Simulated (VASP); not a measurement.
Wanted: the native input for a VASP 6.6.1 run.

- Task: single point
- Functional: BLYP
- Dispersion: D4
- Potentials or basis: VASP PAW PBE potentials, release 64 (Sb)
- Cutoff: 520 eV
- k mesh: 8 × 8 × 8
- Occupations: fermi-dirac, width 0.05 eV
- Spin: no spin polarisation
- Dipole correction: no
- Further INCAR settings: ALGO = Normal; EDIFF = 1e-06; NBANDS = 12

The structure of Sb lies in POSCAR:

```
Sb
1.0
    2.1774442764      1.2571480391      3.7832213286
   -2.1774442764      1.2571480391      3.7832213286
    0.0000000000     -2.5142960782      3.7832213286
Sb
2
Direct
    0.7664868228      0.7664868228      0.7664868228
    0.2335131772      0.2335131772      0.2335131772
```

The input as run:

INCAR

```
AGGAC = 1.0 ; AGGAX = 1.0
ALDAC = 0.0 ; ALDAX = 1.0
ALGO = Normal ; EDIFF = 1E-6
ENCUT = 520 ; GGA = B5
ISIF = 2 ; ISMEAR = -1
IVDW = 13 ; LASPH = T
LCHARG = F ; LREAL = F
LWAVE = F ; NBANDS = 12
NELM = 60 ; PREC = Accurate
SIGMA = 0.05 ; VDW_A1 = 0.44488865
VDW_A2 = 4.0933009 ; VDW_S6 = 1.0
VDW_S8 = 2.34076671
```

KPOINTS

```
k-points
0
Gamma
  8 8 8
```

Potentials or basis: VASP PAW PBE potentials, release 64 (Sb).

Command:

```bash
$ cat potpaw_PBE.64/Sb/POTCAR > POTCAR
$ mpirun -np 1 vasp_std > vasp.out
```

It gave:

| Property | Result |
| --- | --- |
| Pressure | 0.3 GPa |
| Largest force | 0.060 eV/Å |
| Band gap on the k mesh | zero (bands 5 and 6 overlap by 0.24 eV) |
| Dispersion energy per atom | -0.939 eV |

Caveat: the PAW data sets were made with another functional, which shifts forces and pressure a little; spin-orbit coupling is left out, which moves the levels of the heavy elements.

Run time: 76 s on 1 thread of Intel Xeon 8259CL, with other jobs on the host, peak memory 0.22 GiB.
